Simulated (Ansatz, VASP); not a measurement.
# One calculation of WC, two programs

The input INCAR:

```
ALGO = Normal ; EDIFF = 1E-6
ENCUT = 600 ; GGA = PS
GGA_COMPAT = F ; ISIF = 2
ISMEAR = 0 ; LASPH = T
LCHARG = F ; LREAL = F
LWAVE = F ; NBANDS = 16
NELM = 120 ; PREC = Accurate
SIGMA = 0.1
```

File KPOINTS:

```
k-points
0
Gamma
  6 6 6
```

The input POSCAR:

```
WC
1.0
    2.8985811345      0.0000000000      0.0000000000
   -1.4492905673      2.5102448974      0.0000000000
    0.0000000000      0.0000000000      2.8280347686
W C
1 1
Direct
    0.0000000000      0.0000000000      0.0000000000
    0.6666666667      0.3333333333      0.5000000000
```

Input for Ansatz:

```yaml
crystal:
  lattice:
    - [2.8985811345, 0.0, 0.0]
    - [-1.4492905673, 2.5102448974, 0.0]
    - [0.0, 0.0, 2.8280347686]
  atoms:
    - { symbol: W, position: [0.0, 0.0, 0.0] }
    - { symbol: C, position: [0.6666666667, 0.3333333333, 0.5] }
basis:
  ecutwfc: 420
kpoints:
  mp_grid: { grid: [6, 6, 6] }
hamiltonian:
  xc: pbesol
  pseudopotentials: { kind: paw, azcp: { folder: soft_1 } }
scf:
  occupations: { method: gaussian, width: 0.1 }
output:
  forces: true
  stress: true
  eigenvalues: true
```

Alike in both runs: task single point; functional PBEsol; k mesh 6 × 6 × 6; occupations gaussian, width 0.1 eV; no spin polarisation.

|  | VASP | Ansatz |
| --- | --- | --- |
| version | VASP 6.6.1 | Ansatz 0.2.0 |
| potentials or method | VASP PAW PBE potentials, release 64 (W_sv, C), cutoff 600 eV | scalar-relativistic, plane waves, PAW |
| valence electrons in the cell | 18 | 18 |

VASP gave:

* gap on the k mesh at the Fermi level (eV): none
* pressure (GPa): 1.1
* traceless stress, the component that is largest in VASP (GPa): -1.48

**Question.** What did Ansatz give for the same quantities?

**Answer.** gap on the k mesh at the Fermi level (eV): none; pressure (GPa): 0.1; traceless stress, the component that is largest in VASP (GPa): -1.67.

VASP's potentials were made for PBE, not for PBEsol, and Ansatz warns of the same on its side. A gap of «none» marks a metal or a gap that the smearing closes.

The k mesh is coarse, so the values compare programs but aren't converged. Spin-orbit coupling is off throughout.
